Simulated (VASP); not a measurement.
Input of a VASP 6.6.1 run:

Contents of INCAR:

```
PREC = Accurate
ENCUT = 520
EDIFF = 1E-6
ISMEAR = 0
SIGMA = 0.01
LREAL = F
LASPH = T
NELM = 80
ALGO = Normal
ISIF = 2
LWAVE = F
LCHARG = F
GGA = PS
NBANDS = 9
```

Contents of KPOINTS:

```
regular mesh
0
Gamma
  7 7 7
```

POSCAR

```
LiH
1.0
    0.0000000000      2.0367500000      2.0367500000
    2.0367500000      0.0000000000      2.0367500000
    2.0367500000      2.0367500000      0.0000000000
Li H
1 1
Direct
    0.0000000000      0.0000000000      0.0000000000
    0.5000000000      0.5000000000      0.5000000000
```

Potentials or basis: VASP PAW PBE potentials, release 64 (Li_sv, H).

Command:

```sh
$ cat potpaw_PBE.64/Li_sv/POTCAR potpaw_PBE.64/H/POTCAR > POTCAR
$ mpirun -np 1 vasp_std > vasp.out
```

Problem. Predict the band gap on the k mesh.

Solution. 3.26 eV, direct.

 A k mesh can miss the band edges.
